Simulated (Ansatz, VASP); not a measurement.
# Two plane-wave programs on Ta2Sn3

```
CELL_PARAMETERS angstrom
4.71840 -0.00198 0.00037
-2.35824 4.39147 0.11033
0.00258 0.29994 11.47199
ATOMIC_POSITIONS crystal
Ta 0.67973 0.35927 0.45193
Ta 0.67977 0.35953 0.95195
Ta 0.32021 0.64058 0.04807
Ta 0.31998 0.64030 0.54805
Sn 0.99988 0.99983 0.50003
Sn 0.00000 0.00006 0.99997
Sn 0.65953 0.31915 0.19702
Sn 0.65972 0.31914 0.69701
Sn 0.34041 0.68102 0.30298
Sn 0.34078 0.68111 0.80299
```

Change from the starting cell: cell x2, atoms moved at random (sigma 0.15 Å) and cell strained at random (1.5 %), then relaxed without symmetry.

Alike in both runs: functional PBE; k mesh 6 × 6 × 2; occupations gaussian, width 0.2 eV; no spin polarisation.

Ansatz relaxed the structure, and its values are those at the end. VASP's run is a single point on that final structure, the one shown.

```csv
,VASP,Ansatz
version,VASP 6.6.1,Ansatz 0.2.0
potentials or method,"VASP PAW PBE potentials, release 64 (Ta_pv, Sn_d), cutoff 520 eV","scalar-relativistic, plane waves, PAW"
valence electrons in the cell,128,136
```

```tsv
	VASP	Ansatz	Ansatz less VASP
gap on the k mesh at the Fermi level (eV)	none	none	-
pressure (GPa)	0.0	0.0	+0.01
rms of the force components (eV/Å)	0.006	0.006	+0.0004
```

A gap of «none» marks a metal or a gap that the smearing closes. VASP's potentials hold 128 valence electrons a cell and Ansatz's 136, so a difference there can come from the potentials and not from the codes.

Spin-orbit coupling is off throughout.
